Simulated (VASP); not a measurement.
PtSe2 (Sudovikovite):

```
Pt Se
1.0
     3.74866    0.00000    0.00000
    -1.87433    3.24644    0.00000
     0.00000    0.00000    5.09552
Pt Se
1 2
Direct
  0.00000 0.00000 0.00000
  0.66667 0.33333 0.75000
  0.33333 0.66667 0.25000
```

Base run:

| Property | Result |
| --- | --- |
| Program | VASP 6.6.1 |
| Functional | PBE |
| Dispersion | D3(BJ) |
| Potentials or basis | VASP PAW PBE potentials, release 64 (Pt, Se) |
| Cutoff | 520 eV |
| k mesh | 8 × 8 × 5 |
| Occupations | fermi-dirac, width 0.05 eV |
| Spin | no spin polarisation |

Its results: band gap on the k mesh zero (band 11 reaches 6.66 eV, above the bottom of band 12 at 6.38 eV); pressure 0.8 GPa; largest force 0.378 eV/Å.

Question: The run is repeated on the same cell with these changes: functional from PBE to RPBE. What comes out?

Answer: Band gap on the k mesh zero (band 11 reaches 6.76 eV, above the bottom of band 12 at 6.50 eV); pressure -12.2 GPa; largest force 0.030 eV/Å.

Caveats: spin-orbit coupling is left out, which moves the levels of the heavy elements; pairwise dispersion overbinds metals, which lowers pressure and volume; the PAW data sets were made with another functional, which shifts forces and pressure a little (some runs).
